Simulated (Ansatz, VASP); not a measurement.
# Al: VASP beside Ansatz

The input INCAR:

```
PREC = Accurate ; ENCUT = 520
EDIFF = 1E-7 ; ISMEAR = -1
SIGMA = 0.1 ; LREAL = False
LASPH = True ; NELM = 80
ALGO = Normal ; ISIF = 2
LWAVE = False ; LCHARG = False
NBANDS = 12
```

Contents of KPOINTS:

```
regular mesh
0
Gamma
  9 9 13
```

Contents of POSCAR:

```
Al
1.0
    4.3949351798      0.0000000000      0.0000000000
   -2.1974675899      3.8061255137      0.0000000000
    0.0000000000      0.0000000000      2.7192143921
Al
3
Direct
    1.0000000000      1.0000000000      0.0000000000
    0.3333333333      0.6666666667      0.5000000000
    0.6666666667      0.3333333333      0.5000000000
```

Input for Ansatz:

```yaml
crystal:
  lattice:
    - [4.3949351798, 0.0, 0.0]
    - [-2.1974675899, 3.8061255137, 0.0]
    - [0.0, 0.0, 2.7192143921]
  atoms:
    - { symbol: Al, position: [1.0, 1.0, 0.0] }
    - { symbol: Al, position: [0.3333333333, 0.6666666667, 0.5] }
    - { symbol: Al, position: [0.6666666667, 0.3333333333, 0.5] }
hamiltonian:
  xc: lda
  pseudopotentials:
    kind: paw
    azcp:
      Al: "pseudopotentials/Al.paw.azcp"
basis:
  ecutwfc: 420
  fft_grid_basis: typed
kpoints:
  mp_grid: { grid: [9, 9, 13], shift: [0, 0, 0] }
magnetization:
  spin_polarized: false
scf:
  occupations: { method: fermi_dirac, width: 0.1 }
  lower_state_search: "off"
output:
  stress: true
  write_density: true
  write_potential: true
  elf: true
  volumetric_format: npy
```

Alike in both runs: task single point; functional LDA; k mesh 9 × 9 × 13; occupations fermi-dirac, width 0.1 eV; no spin polarisation.

|  | VASP | Ansatz |
| --- | --- | --- |
| version | VASP 6.6.1 | Ansatz 0.2.0 |
| potentials or method | VASP PAW LDA potentials, release 64 (Al), cutoff 520 eV | plane waves (420 eV) with PAW, scalar-relativistic |
| valence electrons in the cell | 9 | 9 |

```csv
,VASP,Ansatz,Ansatz less VASP
pressure (GPa),7.3,7.2,-0.12
"traceless stress, the component that is largest in VASP (GPa)",-2.56,-2.55,+0.009
```

Ansatz warns that its potentials were made for another functional, while VASP's fit it. LDA's correlation is that of Perdew and Zunger in VASP and of Perdew and Wang (1992) in Ansatz.
